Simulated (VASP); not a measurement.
The system is Pd.

```xyz
1
Lattice="2.5059 0.0000 0.0000 0.0000 2.5059 0.0000 0.0000 0.0000 2.5059" Properties=species:S:1:pos:R:3 pbc="T T T"
Pd    0.0000    0.0000    0.0000
```

| Property | Result |
| --- | --- |
| Program | VASP 6.6.1 |
| Task | relaxation of cell and atoms |
| Functional | r2SCAN |
| Potentials or basis | VASP PAW PBE potentials, release 64 (Pd_sv_GW) |
| Cutoff | 590 eV |
| k mesh | 6 × 6 × 6 |
| Occupations | gaussian, width 0.1 eV |
| Spin | no spin polarisation |

At the start: pressure 16.2 GPa; volume 15.74 Å³/atom.

Question: How do energy, volume and symmetry change on relaxing?

Answer: Over 4 steps the energy falls by 63.3 meV/atom and the volume is 17.10 Å³/atom (+8.7 %); space group Pm-3m (No. 221, to 0.05 Å).

The path:
| step | energy change (eV) | largest force (eV/Å) | pressure (GPa) | volume (Å³) |
| --- | --- | --- | --- | --- |
| 1 | 0.0000 | 0.0000 | 16.24 | 15.74 |
| 2 | 0.0783 | 0.0000 | -15.10 | 19.65 |
| 3 | -0.0632 | 0.0000 | -0.46 | 17.14 |
| 4 | -0.0633 | 0.0000 | -0.06 | 17.10 |

Final structure:
```
Pd
1.0
     2.57629    0.00000    0.00000
     0.00000    2.57629    0.00000
     0.00000    0.00000    2.57629
Pd
1
Cartesian
  0.0000 0.0000 0.0000
```

Caveat: the k points lie up to 0.41 Å⁻¹ apart in the final cell; the PAW data sets were made with another functional, which shifts forces and pressure a little.
